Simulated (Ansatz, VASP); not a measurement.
**Ga3AsP2 in VASP and in Ansatz**

```
CELL_PARAMETERS angstrom
3.93338 0.00000 0.00000
-1.96669 3.40641 0.00000
0.00000 0.00000 19.45791
ATOMIC_POSITIONS crystal
Ga 0.33333 0.66667 0.33027
Ga 0.33333 0.66667 0.66666
Ga 0.33333 0.66667 0.00320
Ga 0.66667 0.33333 0.16666
Ga 0.66667 0.33333 0.50320
Ga 0.66667 0.33333 0.83027
P 0.33333 0.66667 0.12603
P 0.33333 0.66667 0.79009
P 0.66667 0.33333 0.29009
P 0.66667 0.33333 0.62603
As 0.33333 0.66667 0.45774
As 0.66667 0.33333 0.95774
```

Alike in both runs: functional PBE; k mesh 6 × 6 × 1; occupations gaussian, width 0.1 eV; no spin polarisation.

Ansatz relaxed the structure, and its values are those at the end. VASP's run is a single point on that final structure, the one shown.

```csv
,VASP,Ansatz
version,VASP 6.6.1,Ansatz 0.2.0
potentials or method,"VASP PAW PBE potentials, release 64 (Ga_d, P, As), cutoff 520 eV","scalar-relativistic, plane waves, PAW"
valence electrons in the cell,108,128
```

Ansatz gave:

```
gap on the k mesh at the Fermi level (eV) : 0.92
least direct gap on the mesh (eV)         : 0.92
pressure (GPa)                            : 0.2
rms of the force components (eV/Å)        : 0.017
```

Estimate VASP's values.

gap on the k mesh at the Fermi level (eV): 0.91; least direct gap on the mesh (eV): 0.91; pressure (GPa): 0.2; rms of the force components (eV/Å): 0.020.

VASP's potentials hold 108 valence electrons a cell and Ansatz's 128, so a difference there can come from the potentials and not from the codes.
